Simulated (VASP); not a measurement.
# Y in VASP: notebook

Y is run at these levels: PBEsol; tasks: single point.

Program: VASP 6.6.1. These are calculated values, not measurements. Logs are shortened: lines on timing, memory, paths and dates and some standing lists are left out, and cuts for length are marked.

### Step 1. The cell of the first run

It takes space group Immm (No. 71, orthorhombic). The conventional cell has a = 3.493 Å, b = 3.625 Å, c = 4.940 Å, α = 90.00°, β = 90.00°, γ = 90.00°. Within 4.6 Å of Y (site symmetry mmm) lie 12 Y at 3.49 to 3.62 Å.

### Step 2. Single point, PBEsol (uniaxial strain along a: +3.0 %)

File INCAR:

```
ALGO = Fast ; EDIFF = 1E-6
ENCUT = 520 ; GGA = PS
ISIF = 2 ; ISMEAR = 0
LASPH = True ; LCHARG = False
LREAL = False ; LWAVE = False
NBANDS = 18 ; NELM = 80
PREC = Accurate ; SIGMA = 0.1
```

File KPOINTS:

```
k-points
0
Gamma
  14 14 10
```

File POSCAR:

```
Y
1.0
    2.5631265262      2.5631265262      0.0000000000
   -2.4698088129      2.4698088129      0.0000000000
    0.0000000000      0.0000000000      4.9396176257
Y
2
Direct
    0.0000000000      0.0000000000      0.0000000000
    0.5000000000      0.5000000000      0.5000000000
```

Potentials or basis: VASP PAW PBE potentials, release 64 (Y_sv).

Started as:

```bash
> cat potpaw_PBE.64/Y_sv/POTCAR > POTCAR
> mpirun -np 1 vasp_std > vasp.out
```

OUTCAR:

```text
EDIFF = 1E-6
   ENCUT = 520
   GGA = PS
   ISIF = 2
   ISMEAR = 0
   LASPH = True
   LREAL = False
   NELM = 80
   PREC = Accurate

 ion  position               nearest neighbor table
   1  0.000  0.000  0.000-   2 3.53   2 3.53   2 3.53   2 3.53   2 3.53   2 3.53   2 3.53   2 3.53

   2  0.500  0.500  0.500-   1 3.53   1 3.53   1 3.53   1 3.53   1 3.53   1 3.53   1 3.53   1 3.53

  LATTYP: Found a simple orthorhombic cell.
 ALAT       =     3.4928371197
 B/A-ratio  =     1.0377833753
 C/A-ratio  =     1.4142135623

  Lattice vectors:

 A1 = (   2.4698088129,  -2.4698088129,   0.0000000000)
 A2 = (   2.5631265262,   2.5631265262,   0.0000000000)
 A3 = (   0.0000000000,   0.0000000000,   4.9396176257)

Analysis of symmetry for initial positions (statically):
=====================================================================
 Subroutine PRICEL returns following result:

  LATTYP: Found a body centered orthorhombic cell.
 ALAT       =     3.4928371197
 B/A-ratio  =     1.0377833753
 C/A-ratio  =     1.4142135623

  Lattice vectors:

 A1 = (   2.5164676696,   0.0466588566,  -2.4698088129)
 A2 = (  -2.5164676696,  -0.0466588566,  -2.4698088128)
 A3 = (   0.0466588566,   2.5164676695,   2.4698088128)

   2 primitive cells build up your supercell.

 Routine SETGRP: Setting up the symmetry group for a
 simple orthorhombic supercell.

 Subroutine GETGRP returns: Found  8 space group operations
 (whereof  8 operations were pure point group operations)
 out of a pool of  8 trial point group operations.

The static configuration has the point symmetry D_2h.

Analysis of symmetry for dynamics (positions and initial velocities):
=====================================================================
 Subroutine PRICEL returns following result:

  LATTYP: Found a body centered orthorhombic cell.
 ALAT       =     3.4928371197
 B/A-ratio  =     1.0377833753
 C/A-ratio  =     1.4142135623

  Lattice vectors:

 A1 = (   2.5164676696,   0.0466588566,  -2.4698088129)
 A2 = (  -2.5164676696,  -0.0466588566,  -2.4698088128)
 A3 = (   0.0466588566,   2.5164676695,   2.4698088128)

   2 primitive cells build up your supercell.

 Routine SETGRP: Setting up the symmetry group for a
 simple orthorhombic supercell.

 Subroutine GETGRP returns: Found  8 space group operations
 (whereof  8 operations were pure point group operations)
 out of a pool of  8 trial point group operations.

The dynamic configuration has the point symmetry D_2h.

 Subroutine INISYM returns: Found  8 space group operations
 (whereof  8 operations are pure point group operations),
 and found     2 'primitive' translations

----------------------------------------------------------------------------------------

                                     Primitive cell

  volume of cell :      31.2699

  direct lattice vectors                    reciprocal lattice vectors
     2.516467670  0.046658857 -2.469808813     0.195074256  0.195074256 -0.202444820
    -2.516467670 -0.046658857 -2.469808813    -0.202444820  0.202444820 -0.202444820
     0.046658857  2.516467670  2.469808813    -0.007370564  0.397519076  0.000000000

  length of vectors
     3.526292976  3.526292976  3.526292976     0.342186843  0.350644714  0.397587400

  position of ions in fractional coordinates (direct lattice)
     0.000000000  0.000000000  0.000000000

  ion indices of the primitive-cell ions
   primitive index   ion index
                 1           1

----------------------------------------------------------------------------------------

 KPOINTS: k-points

Automatic generation of k-mesh.
 Grid dimensions read from file:
 generate k-points for:   14   14   10

 Generating k-lattice:

  Cartesian coordinates                     Fractional coordinates (reciprocal lattice)
     0.013933875  0.013933875  0.000000000     0.071428571  0.000000000  0.000000000
    -0.014460344  0.014460344  0.000000000     0.000000000  0.071428571  0.000000000
     0.000000000  0.000000000  0.020244482     0.000000000  0.000000000  0.100000000

  Length of vectors
     0.019705476  0.020450015  0.020244482

  Shift w.r.t. Gamma in fractional coordinates (k-lattice)
     0.000000000  0.000000000  0.000000000

 Subroutine IBZKPT returns following result:
 ===========================================

 Found    384 irreducible k-points:

 Following reciprocal coordinates:
            Coordinates               Weight
  0.000000  0.000000  0.000000      1.000000
  0.071429  0.000000  0.000000      2.000000
  0.142857  0.000000  0.000000      2.000000
  0.214286  0.000000  0.000000      2.000000
  0.285714  0.000000  0.000000      2.000000
  0.357143  0.000000  0.000000      2.000000
[... 16 lines left out ...]
  0.428571  0.142857  0.000000      4.000000
  0.500000  0.142857  0.000000      2.000000
 [... further k-points ...]
   k-points           NKPTS =    384   k-points in BZ     NKDIM =    384   number of bands    NBANDS=     18
   number of dos      NEDOS =    301   number of ions     NIONS =      2
   total plane-waves  NPLWV =  31360
   dimension x,y,z NGX =    28 NGY =   28 NGZ =   40
   dimension x,y,z NGXF=    56 NGYF=   56 NGZF=   80
   ions per type =               2
   NGX,Y,Z   is equivalent  to a cutoff of  12.84, 13.33, 13.46 a.u.
   NGXF,Y,Z  is equivalent  to a cutoff of  25.68, 26.65, 26.92 a.u.
 SYSTEM =  unknown system
   PREC   = accura    normal or accurate (medium, high low for compatibility)
   ISTART =      0    job   : 0-new  1-cont  2-samecut
   ICHARG =      2    charge: 1-file 2-atom 10-const
   ISPIN  =      1    spin polarized calculation?
   LNONCOLLINEAR =      F non collinear calculations
   LSORBIT =      F    spin-orbit coupling
   LASPH  =      T    aspherical Exc in radial PAW
   ENCUT  =  520.0 eV  38.22 Ry    6.18 a.u.   6.74  6.49  9.18*2*pi/ulx,y,z
   NELM   =     80;   NELMIN=  2; NELMDL= -5     # of ELM steps
   EDIFF  = 0.1E-05   stopping-criterion for ELM
   LREAL  =      F    real-space projection
   EDIFFG = 0.1E-04   stopping-criterion for IOM
   NSW    =      0    number of steps for IOM
   IBRION =     -1    ionic relax: 0-MD 1-quasi-New 2-CG
   NFREE  =      0    steps in history (QN), initial steepest desc. (CG)
   ISIF   =      2    stress and relaxation
   ISYM   =      2    0-nonsym 1-usesym 2-fastsym
   POTIM  = 0.5000    time-step for ionic-motion
   TEBEG  =    0.0;   TEEND  =   0.0 temperature during run
   PSTRESS=    0.0 pullay stress
   NELECT =      22.0000    total number of electrons
   NUPDOWN=      -1.0000    fix difference up-down
   EMIN   =  10.00;   EMAX   =-10.00  energy-range for DOS
   EFERMI =   0.00;   METHOD = LEGACY
   ISMEAR =     0;   SIGMA  =   0.10  broadening in eV -4-tet -1-fermi 0-gaus
   EFERMI_NEDOS =   21; number of points for ismear=-14 and -15
   IALGO  =     68    algorithm
   IMIX   =      4    mixing-type and parameters
     AMIX     =   0.40;   BMIX     =  1.00
     AMIX_MAG =   1.60;   BMIX_MAG =  1.00
  volume/ion in A,a.u.               =      31.27       211.02
  Fermi-wavevector in a.u.,A,eV,Ry     =   1.155660  2.183881 18.171268  1.335550
  Thomas-Fermi vector in A             =   2.292287
   LORBIT       =      0    0 simple, 1 ext, 2 COOP (PROOUT), +10 PAW based schemes
   GGA     = PS    functional components
   LHFCALC =     F    Hartree Fock is set to
   AEXX    =    0.0000 exact exchange contribution
   IVDW    =     0    specifies the selected vdW correction
   LEPSILON=     F    determine dielectric tensor
   LRPA    =     F    only Hartree local field effects (RPA)
 non-spin polarized calculation
 RMM-DIIS sequential band-by-band and
 Gauss-broadening in eV      SIGMA  =   0.10
  energy-cutoff  :      520.00
  volume of cell :       62.54
 maximum number of plane-waves:      1714
 NGX is ok and might be reduce to    28
   NGX = 13   NGY = 13   NGZ = 19

 number of electron      21.9999999 magnetization

 Free energy of the ion-electron system (eV)
  ---------------------------------------------------
  ext. energy  EPLUGINS =         0.00000000
  ---------------------------------------------------
  free energy    TOTEN  =       -13.59907044 eV

  energy without entropy =      -13.58432198  energy(sigma->0) =      -13.59169621

 E-fermi :   3.1749     XC(G=0):  -9.7245

 val. band max:        3.1734862087   @ k =   0.2857   0.2857   0.4000
 cond. band min:       3.1760987431   @ k =   0.4286   0.5000   0.5000
 fundamental gap:      0.0026125344
 Fermi energy:         3.1749004338

 k-point     1 :       0.0000    0.0000    0.0000
  band No.  band energies     occupation
      1     -39.3198      2.00000
      2     -39.2120      2.00000
      3     -19.6147      2.00000
      4     -19.2783      2.00000
      5     -19.2173      2.00000
      6     -19.0187      2.00000
[... 10 lines left out ...]
     17       7.2304      0.00000
     18       8.6590      0.00000

 k-point     2 :       0.0714    0.0000    0.0000
  band No.  band energies     occupation
      1     -39.3175      2.00000
      2     -39.2124      2.00000
      3     -19.6060      2.00000
      4     -19.2893      2.00000
      5     -19.2133      2.00000
      6     -19.0368      2.00000
[... 10 lines left out ...]
     17       7.2242      0.00000
     18       8.4066      0.00000

 k-point     3 :       0.1429    0.0000    0.0000
  band No.  band energies     occupation
      1     -39.3108      2.00000
      2     -39.2137      2.00000
      3     -19.5804      2.00000
      4     -19.3196      2.00000
      5     -19.2017      2.00000
      6     -19.0878      2.00000
[... 10 lines left out ...]
     17       7.2334      0.00000
     18       7.8790      0.00000

 k-point     4 :       0.2143    0.0000    0.0000
  band No.  band energies     occupation
      1     -39.3006      2.00000
      2     -39.2162      2.00000
      3     -19.5396      2.00000
      4     -19.3613      2.00000
      5     -19.1835      2.00000
      6     -19.1621      2.00000
[... 375 lines left out ...]
      4     -19.4021      2.00000
      5     -19.3518      2.00000
      6     -19.1785      2.00000
[... 10 lines left out ...]
     17       6.3830      0.00000
     18       8.1795      0.00000

 k-point    23 :       0.4286    0.1429    0.0000
  band No.  band energies     occupation
      1     -39.2528      2.00000
      2     -39.2311      2.00000
      3     -19.4602      2.00000
      4     -19.4125      2.00000
      5     -19.3400      2.00000
      6     -19.2163      2.00000
[... 10 lines left out ...]
     17       6.7991      0.00000
     18       7.7222      0.00000

 k-point    24 :       0.5000    0.1429    0.0000
  band No.  band energies     occupation
      1     -39.2410      2.00000
      2     -39.2410      2.00000
      3     -19.4498      2.00000
      4     -19.4498      2.00000
      5     -19.2770      2.00000
      6     -19.2770      2.00000
[... 10 lines left out ...]
     17       7.2503      0.00000
     18       7.2503      0.00000

 [... further k-points ...]

------------------------ aborting loop because EDIFF is reached ----------------------------------------

  FORCE on cell =-STRESS in cart. coord.  units (eV):
  Direction    XX          YY          ZZ          XY          YZ          ZX
  --------------------------------------------------------------------------------------
  -------------------------------------------------------------------------------------
  Total       -0.3343782     -0.3343782     -0.1524442     -0.4737735      0.0000000      0.0000000
  in kB       -8.5662713     -8.5662713     -3.9053941    -12.1373712      0.0000000      0.0000000
  external PRESSURE =      -7.0126456 kB  Pullay stress =       0.0000000 kB

 VOLUME and BASIS-vectors are now :
 -----------------------------------------------------------------------------
  energy-cutoff  :      520.00
  volume of cell :       62.54
      direct lattice vectors                 reciprocal lattice vectors
     2.563126526  2.563126526  0.000000000     0.195074256  0.195074256  0.000000000
    -2.469808813  2.469808813  0.000000000    -0.202444820  0.202444820  0.000000000
     0.000000000  0.000000000  4.939617626     0.000000000  0.000000000  0.202444820

 POSITION                                       TOTAL-FORCE (eV/Angst)
 -----------------------------------------------------------------------------------
      0.00000      0.00000      0.00000        -0.000000     -0.000000      0.000000
      0.04666      2.51647      2.46981         0.000000      0.000000     -0.000000
 -----------------------------------------------------------------------------------
    total drift:                               -0.000000      0.000000      0.000000

  FREE ENERGIE OF THE ION-ELECTRON SYSTEM (eV)
  ---------------------------------------------------
  free  energy   TOTEN  =       -13.5990704376 eV

  energy  without entropy=      -13.5843219763  energy(sigma->0) =      -13.59169621
```

It took 7.9 min on 1 thread of Intel Xeon Platinum 8375C at 2.90GHz (Ice Lake), shared host; peak memory 0.5 GiB.

Results:

```
Free energy            : -13.5991 eV
Pressure               : -0.7 GPa
Band gap on the k mesh : zero (bands 11 and 12 overlap by 1.80 eV)
```

Caveat: the cell differs from its parent crystal (uniaxial strain along a: +3.0 %); the PAW data sets were made with another functional, which shifts forces and pressure a little.

### Step 3. Single point, PBEsol (strained)

File INCAR:

```
SYSTEM = Y
  PREC = Accurate
  ENCUT = 520
  EDIFF = 1E-6
  ISMEAR = 0
  SIGMA = 0.1
  LREAL = .FALSE.
  LASPH = .TRUE.
  NELM = 60
  ALGO = Fast
  ISIF = 2
  LWAVE = .FALSE.
  LCHARG = .TRUE.
  GGA = PS
  LELF = .TRUE.
  LVHAR = .TRUE.
  NBANDS = 12
```

File KPOINTS:

```
regular mesh
0
G
  14 14 14
  0 0 0
```

File POSCAR:

```
Y
1.0
    0.0000000000      2.4505827500      2.4505827500
    2.4505827500      0.0000000000      2.4505827500
    2.4505827500      2.4505827500      0.0000000000
Y
1
Direct
    0.0000000000      0.0000000000      0.0000000000
```

Potentials or basis: VASP PAW PBE potentials, release 64 (Y_sv).

Started as:

```bash
> cat potpaw_PBE.64/Y_sv/POTCAR > POTCAR
> mpirun -np 1 vasp_std > vasp.out
```

Run time: 74 s. Hardware: 1 thread of Intel Xeon 8259CL, shared host; peak memory 0.2 GiB.

Results (log left out):

```yaml
Free_energy: -6.7977 eV
Pressure: 1.9 GPa
Band_gap_on_the_k_mesh: zero (an odd number of electrons rules out a gap without spin polarisation)
```

Levels at points of the mesh, in eV from the Fermi level:
```
           k point  band 2  band 3  band 4  band 5  band 6  band 7  band 8  band 9
(0.00, 0.00, 0.00)  -21.99  -21.99  -21.99   -4.92    1.87    1.87    1.87    4.14
(0.50, 0.00, 0.00)  -22.79  -22.09  -22.09   -2.13    0.95    1.67    1.67    5.81
(0.50, 0.50, 0.00)  -22.73  -22.27  -22.27   -2.01   -1.09    2.56    5.83    6.30
```

Caveat: the cell differs from its parent crystal (strained); the PAW data sets were made with another functional, which shifts forces and pressure a little.
